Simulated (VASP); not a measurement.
# Sb (P2_1/m) in VASP: single point with HF

Aim: the single point of Sb with HF.

Everything below comes from runs of VASP 6.6.1. Logs are shortened: lines on timing, memory, paths and dates and some standing lists are left out, and cuts for length are marked.

## Step 1: The cell of the first run

It takes space group P2_1/m (No. 11, monoclinic). Conventional cell: a = 3.277 Å, b = 4.180 Å, c = 6.655 Å, α = 90.00°, β = 90.26°, γ = 90.00°. Sb (site symmetry m) has 4 Sb at 2.84 to 3.28 Å within 3.7 Å.

## Step 2: Single point, HF

POSCAR

```
Sb
1.0
    3.2771225833      0.0000000000      0.0032399328
    0.0000000000      4.1801789885      0.0000000000
   -0.0362716143      0.0000000000      6.6545043275
Sb
2
Direct
    0.0013019808      0.2500000000      0.1442830402
    0.9986980192      0.7500000000      0.8557169598
```

INCAR.step1

```
SYSTEM = Sb
PREC = Accurate
ENCUT = 520
EDIFF = 1E-5
ISMEAR = -1
SIGMA = 0.05
LREAL = .FALSE.
LASPH = .TRUE.
NELM = 80
ALGO = Normal
ISIF = 2
LWAVE = .TRUE.
LCHARG = .FALSE.
GGA = PE
NBANDS = 12
```

INCAR.step2

```
SYSTEM = Sb
PREC = Accurate
ENCUT = 520
EDIFF = 1E-6
ISMEAR = -1
SIGMA = 0.05
LREAL = .FALSE.
LASPH = .TRUE.
NELM = 80
ALGO = Normal
ISIF = 2
LWAVE = .FALSE.
LCHARG = .FALSE.
GGA = PE
LHFCALC = .TRUE.
AEXX = 1.0
ALDAC = 0.0
AGGAC = 0.0
PRECFOCK = Normal
ISTART = 1
NBANDS = 12
```

KPOINTS

```
regular mesh
0
G
  5 3 3
  0 0 0
```

Potentials or basis: VASP PAW PBE potentials, release 64 (Sb).

The run is started by

```bash
cat potpaw_PBE.64/Sb/POTCAR > POTCAR
cp INCAR.step1 INCAR
mpirun -np 1 vasp_std > vasp.out
cp INCAR.step2 INCAR
mpirun -np 1 vasp_std > vasp.out
```

OUTCAR:

```text
SYSTEM = Sb
   PREC = Accurate
   ENCUT = 520
   EDIFF = 1E-6
   ISMEAR = -1
   LREAL = .FALSE.
   LASPH = .TRUE.
   NELM = 80
   ISIF = 2
   GGA = PE
   LHFCALC = .TRUE.
   AEXX = 1.0
   PRECFOCK = Normal
   ISTART = 1

 ion  position               nearest neighbor table
   1  0.001  0.250  0.144-   2 2.84   2 2.84
   2  0.999  0.750  0.856-   1 2.84   1 2.84

  LATTYP: Found a simple monoclinic cell.
 ALAT       =     3.2771241849
 B/A-ratio  =     1.2755631928
 C/A-ratio  =     2.0306228278
 COS(beta)  =    -0.0044619660

  Lattice vectors:

 A1 = (   3.2771225833,   0.0000000000,   0.0032399328)
 A2 = (   0.0000000000,   4.1801789885,   0.0000000000)
 A3 = (  -0.0362716143,   0.0000000000,   6.6545043275)

Analysis of symmetry for initial positions (statically):
=====================================================================
 Subroutine PRICEL returns:
 Original cell was already a primitive cell.

 Routine SETGRP: Setting up the symmetry group for a
 simple monoclinic supercell.

 Subroutine GETGRP returns: Found  4 space group operations
 (whereof  2 operations were pure point group operations)
 out of a pool of  4 trial point group operations.

The static configuration has the point symmetry S_2 .
 The point group associated with its full space group is C_2h.

Analysis of symmetry for dynamics (positions and initial velocities):
=====================================================================
 Subroutine PRICEL returns:
 Original cell was already a primitive cell.

 Routine SETGRP: Setting up the symmetry group for a
 simple monoclinic supercell.

 Subroutine GETGRP returns: Found  4 space group operations
 (whereof  2 operations were pure point group operations)
 out of a pool of  4 trial point group operations.

The dynamic configuration has the point symmetry S_2 .
 The point group associated with its full space group is C_2h.

 Subroutine INISYM returns: Found  4 space group operations
 (whereof  2 operations are pure point group operations),
 and found     1 'primitive' translations

----------------------------------------------------------------------------------------

                                     Primitive cell

  volume of cell :      91.1603

  direct lattice vectors                    reciprocal lattice vectors
     3.277122583  0.000000000  0.003239933     0.305144097  0.000000000  0.001663245
     0.000000000  4.180178988  0.000000000     0.000000000  0.239224206  0.000000000
    -0.036271614  0.000000000  6.654504327    -0.000148568  0.000000000  0.150273343

  length of vectors
[... 93 lines left out ...]
     AMIX_MAG =   1.60;   BMIX_MAG =  1.00
  volume/ion in A,a.u.               =      45.58       307.59
  Fermi-wavevector in a.u.,A,eV,Ry     =   0.783682  1.480943  8.356110  0.614157
  Thomas-Fermi vector in A             =   1.887660
   LORBIT       =      0    0 simple, 1 ext, 2 COOP (PROOUT), +10 PAW based schemes
   GGA     = PE    functional components
   LHFCALC =     T    Hartree Fock is set to
   PRECFOCK=normal    Normal, Fast or Accurate (Low or Medium for compatibility)
   ENCUT4O =  -1.0   cutoff for four orbital integrals eV
   NKREDX  =     1    reduce k-point grid by
   NKREDY  =     1    reduce k-point grid by
   NKREDZ  =     1    reduce k-point grid by
   AEXX    =    1.0000 exact exchange contribution
   HFSCREEN=    0.0000 screening length (either q_TF or 0.3 A-1)
   HFSCREENC=   0.0000 screening length for correlation (either q_TF or 0.3 A-1)
   ENCUTFOCK=  -1.0 apply spherical cutoff to Coloumb kernel
   IVDW    =     0    specifies the selected vdW correction
   LEPSILON=     F    determine dielectric tensor
   LRPA    =     F    only Hartree local field effects (RPA)
 non-spin polarized calculation
  energy-cutoff  :      520.00
  volume of cell :       91.16
 maximum number of plane-waves:      2471
  NGX = 20; NGY = 24; NGZ = 40

 number of electron      10.0000000 magnetization

 number of electron       9.9999999 magnetization

 Free energy of the ion-electron system (eV)
  ---------------------------------------------------
  ext. energy  EPLUGINS =         0.00000000
  ---------------------------------------------------
  free energy    TOTEN  =       -60.10077084 eV

  energy without entropy =      -60.09577231  energy(sigma->0) =      -60.09827157

 E-fermi :  -1.0944     XC(G=0):   0.0000

 val. band max:       -1.1493413333   @ k =   0.2000   0.3333   0.0000
 cond. band min:       0.3879109765   @ k =  -0.2000   0.3333   0.3333
 fundamental gap:      1.5372523098
 Fermi energy:        -1.0944107190

 k-point     1 :       0.0000    0.0000    0.0000
  band No.  band energies     occupation
      1     -12.5669      2.00000
      2      -8.1913      2.00000
      3      -7.1672      2.00000
      4      -7.0510      2.00000
      5       1.9833      0.00000
      6       3.5979      0.00000
      7       4.4234      0.00000
      8       4.9814      0.00000
      9      10.0290      0.00000
     10      11.5096      0.00000
     11      15.2158      0.00000
     12      15.7188      0.00000
[... 211 lines left out ...]
 k-point    16 :      -0.2000    0.3333    0.3333
  band No.  band energies     occupation
      1     -11.2567      2.00000
      2      -8.8345      2.00000
      3      -7.6286      2.00000
      4      -6.9214      2.00000
      5       0.3879      0.00000
      6       1.6421      0.00000
      7       4.2522      0.00000
      8       5.8528      0.00000
      9      10.7263      0.00000
     10      11.9508      0.00000
     11      13.4644      0.00000
     12      14.8674      0.00000

------------------------ aborting loop because EDIFF is reached ----------------------------------------

  FORCE on cell =-STRESS in cart. coord.  units (eV):
  Direction    XX          YY          ZZ          XY          YZ          ZX
  --------------------------------------------------------------------------------------
  -------------------------------------------------------------------------------------
  Total       -9.3692384    -13.7698808    -15.6820519      0.0000000      0.0000000      0.0115415
  in kB     -164.6680171   -242.0110219   -275.6181741      0.0000000      0.0000000      0.2028463
  external PRESSURE =    -227.4324044 kB  Pullay stress =       0.0000000 kB

 VOLUME and BASIS-vectors are now :
 -----------------------------------------------------------------------------
  energy-cutoff  :      520.00
  volume of cell :       91.16
      direct lattice vectors                 reciprocal lattice vectors
     3.277122583  0.000000000  0.003239933     0.305144097  0.000000000  0.001663245
     0.000000000  4.180178988  0.000000000     0.000000000  0.239224206  0.000000000
    -0.036271614  0.000000000  6.654504327    -0.000148568  0.000000000  0.150273343

 POSITION                                       TOTAL-FORCE (eV/Angst)
 -----------------------------------------------------------------------------------
     -0.00097      1.04504      0.96014         0.007542      0.000000     -7.529668
      3.24182      3.13513      5.69761        -0.007542      0.000000      7.529668
 -----------------------------------------------------------------------------------
    total drift:                               -0.000000      0.000000      0.000000

  FREE ENERGIE OF THE ION-ELECTRON SYSTEM (eV)
  ---------------------------------------------------
  free  energy   TOTEN  =       -60.1007708399 eV

  energy  without entropy=      -60.0957723052  energy(sigma->0) =      -60.09827157
```

OUTCAR.step1:

```text
SYSTEM = Sb
   PREC = Accurate
   ENCUT = 520
   EDIFF = 1E-5
   ISMEAR = -1
   LREAL = .FALSE.
[... 455 lines left out ...]
     -0.00097      1.04504      0.96014        -0.000603      0.000000      0.501838
      3.24182      3.13513      5.69761         0.000603     -0.000000     -0.501838
 -----------------------------------------------------------------------------------
    total drift:                               -0.000000     -0.000000      0.000000

  FREE ENERGIE OF THE ION-ELECTRON SYSTEM (eV)
  ---------------------------------------------------
  free  energy   TOTEN  =        -7.7661595790 eV

  energy  without entropy=       -7.7505192373  energy(sigma->0) =       -7.75833941
```

Run time: 5 min. Hardware: 1 thread of Intel Xeon 6975P-C (Granite Rapids), shared host; peak memory 0.2 GiB.

What came out:

- Free energy: -60.1008 eV
- Pressure: -22.7 GPa
- Largest force: 7.530 eV/Å
- Band gap on the k mesh: zero (bands 5 and 6 overlap by 7.56 eV)

Forces on the atoms (eV/Å):
```
Sb   0.008  0.000 -7.530
Sb  -0.008  0.000  7.530
```

Stress tensor (GPa, compression positive):
```
-16.47   0.00   0.02
  0.00 -24.20   0.00
  0.02   0.00 -27.56
```

Caveat: the k points lie up to 0.50 Å⁻¹ apart, too coarse for converged energies and pressures of a metal; the PAW data sets were made with another functional, which shifts forces and pressure a little; spin-orbit coupling is left out, which moves the levels of the heavy elements.
